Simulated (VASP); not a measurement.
Wanted: the native input for a VASP 6.6.1 run.

- Task: single point
- Functional: r2SCAN
- Potentials or basis: VASP PAW PBE potentials, release 64 (As_d)
- Cutoff: 660 eV
- k mesh: 9 × 9 × 9
- Occupations: gaussian, width 0.02 eV
- Spin: no spin polarisation
- Dipole correction: no
- Further INCAR settings: ALGO = Normal; EDIFF = 1e-06; NBANDS = 22

As:

```
As
1.0
     1.79481    1.03624    4.92509
    -1.79481    1.03624    4.92509
     0.00000   -2.07247    4.92509
As
2
Direct
  0.78721 0.78721 0.78721
  0.21279 0.21279 0.21279
```

These files were run (other wordings do the same):

POSCAR

```
As
1.0
    1.7948117217      1.0362350307      4.9250889673
   -1.7948117217      1.0362350307      4.9250889673
    0.0000000000     -2.0724700614      4.9250889673
As
2
Direct
    0.7872072560      0.7872072560      0.7872072560
    0.2127927440      0.2127927440      0.2127927440
```

INCAR.step1

```
PREC = Accurate
ENCUT = 660
ISMEAR = 0
SIGMA = 0.02
LREAL = False
LASPH = True
NELM = 120
NBANDS = 22
GGA = PE
ALGO = Normal
EDIFF = 1E-5
LWAVE = True
LCHARG = False
GGA_COMPAT = False
```

INCAR.step2

```
PREC = Accurate
ENCUT = 660
EDIFF = 1E-6
ISMEAR = 0
SIGMA = 0.02
LREAL = False
LASPH = True
NELM = 120
ALGO = Normal
ISIF = 2
LWAVE = False
LCHARG = True
METAGGA = R2SCAN
LMIXTAU = True
LELF = True
LVHAR = True
NBANDS = 22
ISTART = 1
GGA_COMPAT = False
```

KPOINTS

```
regular mesh
0
Gamma
  9 9 9
```

Potentials or basis: VASP PAW PBE potentials, release 64 (As_d).

Launch:

```bash
$ cat potpaw_PBE.64/As_d/POTCAR > POTCAR
$ cp INCAR.step1 INCAR
$ mpirun -np 1 vasp_std > vasp.out
$ cp INCAR.step2 INCAR
$ mpirun -np 1 vasp_std > vasp.out
```

Results of the run:

```
Pressure      : 0.3 GPa
Largest force : 0.041 eV/Å
```

Caveat: the PAW data sets were made with another functional, which shifts forces and pressure a little.

Wall time 9.6 min on 1 thread of Intel(R) Xeon(R) Platinum 8488C (Sapphire Rapids) (shared host), peak memory 0.41 GiB.
